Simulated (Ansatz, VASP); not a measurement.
**CdS: VASP beside Ansatz**

```
CELL_PARAMETERS angstrom
4.12453 0.00000 0.00000
-2.06227 3.57195 0.00000
0.00000 0.00000 6.70921
ATOMIC_POSITIONS crystal
Cd 0.33333 0.66667 0.93850
Cd 0.66667 0.33333 0.43850
S 0.33333 0.66667 0.43850
S 0.66667 0.33333 0.93850
```

Change from the starting cell: polar distortion scaled by 0.00.

Alike in both runs: task single point; functional PBEsol; k mesh 9 × 9 × 4; no spin polarisation.

```csv
,VASP,Ansatz
version,VASP 6.6.1,Ansatz 0.2.0
potentials or method,"VASP PAW PBE potentials, release 64 (Cd, S), cutoff 520 eV","scalar-relativistic, plane waves, PAW"
occupations,"gaussian, width 0.01 eV",fixed
valence electrons in the cell,36,52
```

|  | VASP | Ansatz | Ansatz less VASP |
| --- | --- | --- | --- |
| gap on the k mesh at the Fermi level (eV) | 1.37 | 1.35 | -0.011 |
| least direct gap on the mesh (eV) | 1.37 | 1.35 | -0.011 |
| pressure (GPa) | 4.5 | 4.0 | -0.50 |
| traceless stress, the component that is largest in VASP (GPa) | -7.24 | -6.81 | +0.427 |

VASP's potentials were made for PBE, not for PBEsol, and Ansatz warns of the same on its side. VASP's potentials hold 36 valence electrons a cell and Ansatz's 52, so a difference there can come from the potentials and not from the codes.
